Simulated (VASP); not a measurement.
# MgO: single point with PBEsol

Crystal: MgO.

```
CELL_PARAMETERS angstrom
3.25534 0.00000 0.00000
-1.62767 2.81920 0.00000
0.00000 0.00000 10.41495
ATOMIC_POSITIONS crystal
Mg 0.33333 0.66667 0.96960
Mg 0.00000 0.00000 0.22095
Mg 0.00000 0.00000 0.72095
Mg 0.66667 0.33333 0.46960
O 0.33333 0.66667 0.77992
O 0.84026 0.00000 0.47961
O 0.00000 0.00000 0.02954
O 0.66667 0.33333 0.27992
```

This cell differs from its parent crystal: atom 6 (O) moved by -0.520 Å along [1 0 0] and -0.520 Å along [0 0 1].

* Program: VASP 6.6.1
* Task: single point
* Functional: PBEsol
* Potentials or basis: VASP PAW PBE potentials, release 64 (Mg, O)
* Cutoff: 520 eV
* k mesh: 9 × 9 × 4
* Occupations: gaussian, width 0.05 eV
* Spin: no spin polarisation

- Pressure: 14.3 GPa
- Largest force: 20.178 eV/Å
- Band gap on the k mesh: 1.41 eV, direct

Forces in eV/Å, atoms in the order of the input:
```
Mg   -0.001  -0.002   0.949
Mg   -0.075  -0.002   0.985
Mg   -0.295   0.000  -0.176
Mg  -14.888  11.658  -3.699
O    -0.039  -0.034  -0.878
O    15.596 -11.756   5.070
O     0.002   0.000  -0.961
O    -0.300   0.136  -1.290
```

Stress tensor (GPa, compression positive):
```
 24.05 -23.47   2.50
-23.47  19.87  -2.71
  2.50  -2.71  -0.96
```

Levels at points of the mesh, in eV from the valence-band top:
| k point | band 13 | band 14 | band 15 | band 16 | band 17 | band 18 | band 19 | band 20 |
| --- | --- | --- | --- | --- | --- | --- | --- | --- |
| (0.00, 0.00, 0.00) | -1.26 | -0.64 | -0.10 | 0.00 | 1.41 | 4.14 | 4.94 | 7.71 |
| (0.00, 0.00, 0.50) | -1.33 | -1.03 | -0.10 | 0.00 | 1.89 | 3.40 | 5.86 | 6.64 |

It took 14 min on 1 thread of Oxide Virtual Turin-like Processor (shared host), peak memory 0.39 GiB.

Caveat: the cell differs from its parent crystal (atom 6 (O) moved by -0.520 Å along [1 0 0] and -0.520 Å along [0 0 1]); the PAW data sets were made with another functional, which shifts forces and pressure a little. A k mesh can miss the band edges.
